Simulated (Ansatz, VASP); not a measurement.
**One calculation of Zr, two programs**

```xyz
2
Lattice="3.3028 0.0000 0.0000 -1.6514 2.8603 0.0000 0.0000 0.0000 5.2781" Properties=species:S:1:pos:R:3 pbc="T T T"
Zr    0.0000    1.9069    1.3195
Zr    1.6514    0.9534    3.9586
```

Alike in both runs: task single point; functional RPBE; k mesh 18 × 18 × 10; occupations fermi-dirac, width 0.1 eV; no spin polarisation.

|  | VASP | Ansatz |
| --- | --- | --- |
| version | VASP 6.6.1 | Ansatz 0.2.0 |
| potentials or method | VASP PAW PBE potentials, release 64 (Zr_sv), cutoff 520 eV | plane waves (420 eV) with PAW, scalar-relativistic |
| valence electrons in the cell | 24 | 24 |

|  | VASP | Ansatz | Ansatz less VASP |
| --- | --- | --- | --- |
| pressure (GPa) | -3.3 | -3.3 | +0.01 |
| traceless stress, the component that is largest in VASP (GPa) | -0.07 | -0.07 | +0.005 |

VASP's potentials were made for PBE, not for RPBE.
